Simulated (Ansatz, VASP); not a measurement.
# Two plane-wave programs on Cu

```
Cu
1.0
     2.55616    0.00000    0.00000
    -1.27808    2.21370    0.00000
     0.00000    0.00000    8.34842
Cu
4
Direct
  0.00000 0.00000 0.00000
  0.00000 0.00000 0.50000
  0.33333 0.66667 0.25000
  0.66667 0.33333 0.75000
```

Alike in both runs: task relaxation of cell and atoms; functional LDA; k mesh 14 × 14 × 4; occupations fermi-dirac, width 0.1 eV; no spin polarisation.

```csv
,VASP,Ansatz
version,VASP 6.6.1,Ansatz 0.2.0
potentials or method,"VASP PAW LDA potentials, release 64 (Cu), cutoff 600 eV","plane waves (420 eV) with PAW, scalar-relativistic"
valence electrons in the cell,44,76
```

Ansatz gave:

```
relaxed volume (Å³/atom)                                        : 10.90
relaxed length of the cell vector where the two differ most in proportion (Å) : 2.488
```

Task: What did VASP give for the same quantities?

Result: Relaxed volume (Å³/atom): 10.95; relaxed length of the cell vector where the two differ most in proportion (Å): 2.492.

Ansatz warns that its potentials were made for another functional, while VASP's fit it. LDA's correlation is that of Perdew and Zunger in VASP and of Perdew and Wang (1992) in Ansatz. VASP's potentials hold 44 valence electrons a cell and Ansatz's 76, so a difference there can come from the potentials and not from the codes.
